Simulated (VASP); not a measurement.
# AgI6 (Fm-3m) in VASP: relaxation of cell and atoms with PBE

Aim: the relaxation of cell and atoms of AgI6 with PBE.

All numbers are computed with VASP 6.6.1; they aren't measurements. Logs are shortened: lines on timing, memory, paths and dates and some standing lists are left out, and cuts for length are marked.

### 1 The cell of the first run

Symmetry: Fm-3m, No. 225, cubic system. Conventional cell: a = 10.710 Å, b = 10.710 Å, c = 10.710 Å, α = 90.00°, β = 90.00°, γ = 90.00°. Within 5.0 Å of Ag (site symmetry m-3m) lie 12 I at 3.79 Å. Within 5.0 Å of I (site symmetry mmm) lie 2 Ag at 3.79 Å and 8 I at 3.79 Å.

The cell was generated, and may not be a known phase.

### 2 Relaxation of cell and atoms, PBE

Contents of INCAR:

```
SYSTEM = AgI6
  ALGO = Normal
  EDIFF = 1E-6
  EDIFFG = -0.01
  ENCUT = 600
  GGA = PE
  IBRION = 2
  ISIF = 3
  ISMEAR = 0
  LASPH = .TRUE.
  LCHARG = .FALSE.
  LREAL = .FALSE.
  LWAVE = .FALSE.
  NELM = 60
  NSW = 100
  PREC = Accurate
  SIGMA = 0.1
```

Contents of KPOINTS:

```
k-points
0
G
  6 6 6
  0 0 0
```

Contents of POSCAR:

```
AgI6
1.0
    0.0000000000      5.3549682600      5.3549682600
    5.3549682600      0.0000000000      5.3549682600
    5.3549682600      5.3549682600      0.0000000000
Ag I
1 6
Direct
    0.0000000000      0.0000000000      0.0000000000
    0.5000000000      0.5000000000      0.0000000000
    0.5000000000      0.0000000000      0.5000000000
    0.0000000000      0.0000000000      0.5000000000
    0.0000000000      0.5000000000      0.0000000000
    0.0000000000      0.5000000000      0.5000000000
    0.5000000000      0.0000000000      0.0000000000
```

Potentials or basis: VASP PAW PBE potentials, release 64 (Ag, I).

Started as:

```bash
$ cat potpaw_PBE.64/Ag/POTCAR potpaw_PBE.64/I/POTCAR > POTCAR
$ mpirun -np 1 vasp_std > vasp.out
```

OUTCAR:

```text
SYSTEM = AgI6
   EDIFF = 1E-6
   EDIFFG = -0.01
   ENCUT = 600
   GGA = PE
   IBRION = 2
   ISIF = 3
   ISMEAR = 0
   LASPH = .TRUE.
   LREAL = .FALSE.
   NELM = 60
   NSW = 100
   PREC = Accurate

 ion  position               nearest neighbor table
   1  0.000  0.000  0.000-
   2  0.500  0.500  0.000-
   3  0.500  0.000  0.500-
   4  0.000  0.000  0.500-
   5  0.000  0.500  0.000-
   6  0.000  0.500  0.500-
   7  0.500  0.000  0.000-

  LATTYP: Found a face centered cubic cell.
 ALAT       =    10.7099365200

  Lattice vectors:

 A1 = (   0.0000000000,   5.3549682600,   5.3549682600)
 A2 = (   5.3549682600,   0.0000000000,   5.3549682600)
 A3 = (   5.3549682600,   5.3549682600,   0.0000000000)

Analysis of symmetry for initial positions (statically):
=====================================================================
 Subroutine PRICEL returns:
 Original cell was already a primitive cell.

 Routine SETGRP: Setting up the symmetry group for a
 face centered cubic supercell.

 Subroutine GETGRP returns: Found 48 space group operations
 (whereof 48 operations were pure point group operations)
 out of a pool of 48 trial point group operations.

The static configuration has the point symmetry O_h .

Analysis of symmetry for dynamics (positions and initial velocities):
=====================================================================
 Subroutine PRICEL returns:
 Original cell was already a primitive cell.

 Routine SETGRP: Setting up the symmetry group for a
 face centered cubic supercell.

 Subroutine GETGRP returns: Found 48 space group operations
 (whereof 48 operations were pure point group operations)
 out of a pool of 48 trial point group operations.

The dynamic configuration has the point symmetry O_h .

 Subroutine INISYM returns: Found 48 space group operations
 (whereof 48 operations are pure point group operations),
 and found     1 'primitive' translations

----------------------------------------------------------------------------------------

                                     Primitive cell

  volume of cell :     307.1148

  direct lattice vectors                    reciprocal lattice vectors
     0.000000000  5.354968260  5.354968260    -0.093371235  0.093371235  0.093371235
     5.354968260  0.000000000  5.354968260     0.093371235 -0.093371235  0.093371235
     5.354968260  5.354968260  0.000000000     0.093371235  0.093371235 -0.093371235

  length of vectors
     7.573068739  7.573068739  7.573068739     0.161723723  0.161723723  0.161723723

  position of ions in fractional coordinates (direct lattice)
     0.000000000  0.000000000  0.000000000
     0.500000000  0.500000000  0.000000000
     0.500000000  0.000000000  0.500000000
     0.000000000  0.000000000  0.500000000
     0.000000000  0.500000000  0.000000000
     0.000000000  0.500000000  0.500000000
     0.500000000  0.000000000  0.000000000

  ion indices of the primitive-cell ions
   primitive index   ion index
                 1           1
                 2           2
                 3           3
                 4           4
                 5           5
                 6           6
                 7           7

----------------------------------------------------------------------------------------

 KPOINTS: k-points

Automatic generation of k-mesh.
 Grid dimensions read from file:
 generate k-points for:    6    6    6

 Generating k-lattice:

  Cartesian coordinates                     Fractional coordinates (reciprocal lattice)
    -0.015561873  0.015561873  0.015561873     0.166666667  0.000000000  0.000000000
     0.015561873 -0.015561873  0.015561873     0.000000000  0.166666667  0.000000000
     0.015561873  0.015561873 -0.015561873     0.000000000  0.000000000  0.166666667

  Length of vectors
     0.026953954  0.026953954  0.026953954

  Shift w.r.t. Gamma in fractional coordinates (k-lattice)
     0.000000000  0.000000000  0.000000000

 Subroutine IBZKPT returns following result:
 ===========================================

 Found     16 irreducible k-points:

 Following reciprocal coordinates:
            Coordinates               Weight
  0.000000  0.000000  0.000000      1.000000
  0.166667  0.000000  0.000000      8.000000
  0.333333  0.000000  0.000000      8.000000
  0.500000  0.000000  0.000000      4.000000
  0.166667  0.166667  0.000000      6.000000
  0.333333  0.166667  0.000000     24.000000
[... 8 lines left out ...]
 -0.333333  0.333333  0.166667     24.000000
 -0.333333  0.500000  0.166667     12.000000
   k-points           NKPTS =     16   k-points in BZ     NKDIM =     16   number of bands    NBANDS=     31
   number of dos      NEDOS =    301   number of ions     NIONS =      7
   total plane-waves  NPLWV = 262144
   dimension x,y,z NGX =    64 NGY =   64 NGZ =   64
   dimension x,y,z NGXF=   128 NGYF=  128 NGZF=  128
   ions per type =               1   6
   NGX,Y,Z   is equivalent  to a cutoff of  14.05, 14.05, 14.05 a.u.
   NGXF,Y,Z  is equivalent  to a cutoff of  28.10, 28.10, 28.10 a.u.
 SYSTEM =  AgI6
   PREC   = accura    normal or accurate (medium, high low for compatibility)
   ISTART =      0    job   : 0-new  1-cont  2-samecut
   ICHARG =      2    charge: 1-file 2-atom 10-const
   ISPIN  =      1    spin polarized calculation?
   LNONCOLLINEAR =      F non collinear calculations
   LSORBIT =      F    spin-orbit coupling
   LASPH  =      T    aspherical Exc in radial PAW
   ENCUT  =  600.0 eV  44.10 Ry    6.64 a.u.  15.13 15.13 15.13*2*pi/ulx,y,z
   NELM   =     60;   NELMIN=  2; NELMDL= -5     # of ELM steps
   EDIFF  = 0.1E-05   stopping-criterion for ELM
   LREAL  =      F    real-space projection
   EDIFFG = -.1E-01   stopping-criterion for IOM
   NSW    =    100    number of steps for IOM
   IBRION =      2    ionic relax: 0-MD 1-quasi-New 2-CG
   NFREE  =      1    steps in history (QN), initial steepest desc. (CG)
   ISIF   =      3    stress and relaxation
   ISYM   =      2    0-nonsym 1-usesym 2-fastsym
   POTIM  = 0.5000    time-step for ionic-motion
   TEBEG  =    0.0;   TEEND  =   0.0 temperature during run
   PSTRESS=    0.0 pullay stress
   NELECT =      53.0000    total number of electrons
   NUPDOWN=      -1.0000    fix difference up-down
   EMIN   =  10.00;   EMAX   =-10.00  energy-range for DOS
   EFERMI =   0.00;   METHOD = LEGACY
   ISMEAR =     0;   SIGMA  =   0.10  broadening in eV -4-tet -1-fermi 0-gaus
   EFERMI_NEDOS =   21; number of points for ismear=-14 and -15
   IALGO  =     38    algorithm
   IMIX   =      4    mixing-type and parameters
     AMIX     =   0.40;   BMIX     =  1.00
     AMIX_MAG =   1.60;   BMIX_MAG =  1.00
  volume/ion in A,a.u.               =      43.87       296.07
  Fermi-wavevector in a.u.,A,eV,Ry     =   0.911451  1.722392 11.302938  0.830743
  Thomas-Fermi vector in A             =   2.035732
   LORBIT       =      0    0 simple, 1 ext, 2 COOP (PROOUT), +10 PAW based schemes
   GGA     = PE    functional components
   LHFCALC =     F    Hartree Fock is set to
   AEXX    =    0.0000 exact exchange contribution
   IVDW    =     0    specifies the selected vdW correction
   LEPSILON=     F    determine dielectric tensor
   LRPA    =     F    only Hartree local field effects (RPA)
 conjugate gradient relaxation of ions
 non-spin polarized calculation
 Gauss-broadening in eV      SIGMA  =   0.10
  energy-cutoff  :      600.00
  volume of cell :      307.11
 maximum number of plane-waves:     10293
 NGX is ok and might be reduce to    64
   NGX = 31   NGY = 31   NGZ = 31

--------------------------------------- Ionic step        1  -------------------------------------------

 number of electron      53.0000002 magnetization

 Free energy of the ion-electron system (eV)
  ---------------------------------------------------
  ext. energy  EPLUGINS =         0.00000000
  ---------------------------------------------------
  free energy    TOTEN  =        -8.25934349 eV

  energy without entropy =       -8.15422525  energy(sigma->0) =       -8.20678437

------------------------ aborting loop because EDIFF is reached ----------------------------------------

  FORCE on cell =-STRESS in cart. coord.  units (eV):
  Direction    XX          YY          ZZ          XY          YZ          ZX
  --------------------------------------------------------------------------------------
  -------------------------------------------------------------------------------------
  Total       -3.6260223     -3.6260223     -3.6260223     -0.0000000      0.0000000     -0.0000000
  in kB      -18.9164813    -18.9164813    -18.9164813     -0.0000000      0.0000000     -0.0000000
  external PRESSURE =     -18.9164813 kB  Pullay stress =       0.0000000 kB
[... 108 lines left out ...]
  energy  without entropy=       -8.4386326847  energy(sigma->0) =       -8.48181324

--------------------------------------- Ionic step        4  -------------------------------------------

 number of electron      53.0000005 magnetization

 Free energy of the ion-electron system (eV)
  ---------------------------------------------------
  ext. energy  EPLUGINS =         0.00000000
  ---------------------------------------------------
  free energy    TOTEN  =        -8.52531483 eV

  energy without entropy =       -8.43966797  energy(sigma->0) =       -8.48249140

 E-fermi :   3.3781     XC(G=0):  -8.4486

 val. band max:        3.3759092989   @ k =   0.3333   0.1667   0.0000
 cond. band min:       3.3807205021   @ k =  -0.1667   0.1667   0.0000
 fundamental gap:      0.0048112031
 Fermi energy:         3.3780713351

 k-point     1 :       0.0000    0.0000    0.0000
  band No.  band energies     occupation
      1      -9.8358      2.00000
      2      -8.6899      2.00000
      3      -8.6899      2.00000
      4      -8.6899      2.00000
      5      -8.1203      2.00000
      6      -8.1203      2.00000
[... 567 lines left out ...]
  FREE ENERGIE OF THE ION-ELECTRON SYSTEM (eV)
  ---------------------------------------------------
  free  energy   TOTEN  =        -8.5253148269 eV

  energy  without entropy=       -8.4396679711  energy(sigma->0) =       -8.48249140

 reached required accuracy - stopping structural energy minimisation
```

Wall time 35 min (1 thread of Intel Xeon 8259CL, shared host); peak memory 0.7 GiB.

Results:

| Property | Result |
| --- | --- |
| Free energy | -8.5253 eV |
| Relaxed volume | 38.29 Å³/atom |
| Relaxed cell | a = 7.237 Å, b = 7.237 Å, c = 7.237 Å, α = 60.00°, β = 60.00°, γ = 60.00° |
| Space group after relaxing (to 0.1 Å) | Fm-3m (No. 225) |
| Energy gained by relaxing | 38.0 meV/atom |
| Ionic steps | 4 |
| Pressure after relaxing | 0.0 GPa |
| Band gap on the k mesh | zero (an odd number of electrons rules out a gap without spin polarisation) |

Step by step:
| step | energy change (eV) | largest force (eV/Å) | pressure (GPa) | volume (Å³) |
| --- | --- | --- | --- | --- |
| 1 | 0.0000 | 0.0000 | -1.89 | 307.11 |
| 2 | -0.2097 | 0.0000 | -1.03 | 284.66 |
| 3 | -0.2657 | 0.0000 | -0.09 | 269.39 |
| 4 | -0.2660 | 0.0000 | 0.01 | 268.00 |

Final structure:
```xyz
7
Lattice="0.0000 5.1173 5.1173 5.1173 0.0000 5.1173 5.1173 5.1173 0.0000" Properties=species:S:1:pos:R:3 pbc="T T T"
Ag    0.0000    0.0000    0.0000
I     2.5586    2.5586    5.1173
I     2.5586    5.1173    2.5586
I     7.6759    2.5586    5.1173
I     2.5586    5.1173    7.6759
I     5.1173    2.5586    2.5586
I     5.1173    7.6759    2.5586
```

Levels at points of the mesh, in eV from the Fermi level:
```tsv
k point	band 23	band 24	band 25	band 26	band 27	band 28	band 29	band 30	band 31
(0.00, 0.00, 0.00)	0.20	0.20	0.20	0.29	0.29	0.42	0.42	0.42	3.87
(0.50, 0.00, 0.00)	-1.49	-0.55	-0.35	0.20	0.20	0.23	0.23	1.60	3.99
(0.50, 0.50, 0.00)	-1.58	-1.58	-1.38	-0.13	-0.13	0.24	0.43	2.14	3.82
```

Caveat: spin-orbit coupling is left out, which moves the levels of the heavy elements; an odd number of electrons without spin polarisation forces a metal; a magnetic or distorted state may lie lower.
